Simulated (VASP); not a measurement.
Write the native input for VASP 6.6.1 that does the following.

| Property | Result |
| --- | --- |
| Task | single point |
| Functional | PBE |
| Potentials or basis | VASP PAW PBE potentials, release 64 (Hf_pv, N) |
| Cutoff | 520 eV |
| k mesh | 18 × 18 × 18 |
| Occupations | gaussian, width 0.15 eV |
| Spin | no spin polarisation |
| Dipole correction | no |
| Further INCAR settings | ALGO = Normal; EDIFF = 1e-07; NBANDS = 14 |

The structure of HfN lies in POSCAR:

```
HfN
1.0
    0.0000000000      2.2590000000      2.2590000000
    2.2590000000      0.0000000000      2.2590000000
    2.2590000000      2.2590000000      0.0000000000
Hf N
1 1
Direct
    0.0000000000      0.0000000000      0.0000000000
    0.4647855189      0.5000000000      0.5000000000
```

This cell differs from its parent crystal: all N atoms moved +0.113 Å, as atom 2 towards its neighbour atom 2 (N) at 3.195 Å.

These files were run (other wordings do the same):

INCAR

```
SYSTEM = HfN
PREC     = Accurate       ! precision mode
ENCUT    = 520            ! plane-wave cutoff, eV
EDIFF    = 1E-7           ! SCF threshold, eV
ISMEAR   = 0              ! smearing method
SIGMA    = 0.15           ! smearing width, eV
LREAL    = .False.        ! projectors in reciprocal space
LASPH    = .True.         ! aspherical terms in the spheres
NELM     = 80             ! most SCF steps
ALGO     = Normal         ! electronic algorithm
ISIF     = 2              ! what is computed and relaxed
LWAVE    = .False.        ! write WAVECAR
LCHARG   = .True.         ! write CHGCAR
GGA      = PE             ! functional
LELF     = .True.         ! ELF
LVHAR    = .True.       
NBANDS   = 14             ! bands
```

KPOINTS

```
Automatic mesh
0
Gamma
  18 18 18
  0 0 0
```

Potentials or basis: VASP PAW PBE potentials, release 64 (Hf_pv, N).

Run with:

```sh
$ cat potpaw_PBE.64/Hf_pv/POTCAR potpaw_PBE.64/N/POTCAR > POTCAR
$ mpirun -np 1 vasp_std > vasp.out
```

Results of the run:

```yaml
Pressure: 4.8 GPa
Largest_force: 1.316 eV/Å
Band_gap_on_the_k_mesh: zero (an odd number of electrons rules out a gap without spin polarisation)
```

Caveat: the cell differs from its parent crystal (all N atoms moved +0.113 Å, as atom 2 towards its neighbour atom 2 (N) at 3.195 Å); the cell stands under pressure; spin-orbit coupling is left out, which moves the levels of the heavy elements; forces of over 1 eV/Å act on the atoms, so gaps and moduli don't describe the material at rest.

Wall time 4.7 min on 1 thread of Intel Xeon 8259CL, on a shared host, peak memory 0.39 GiB.
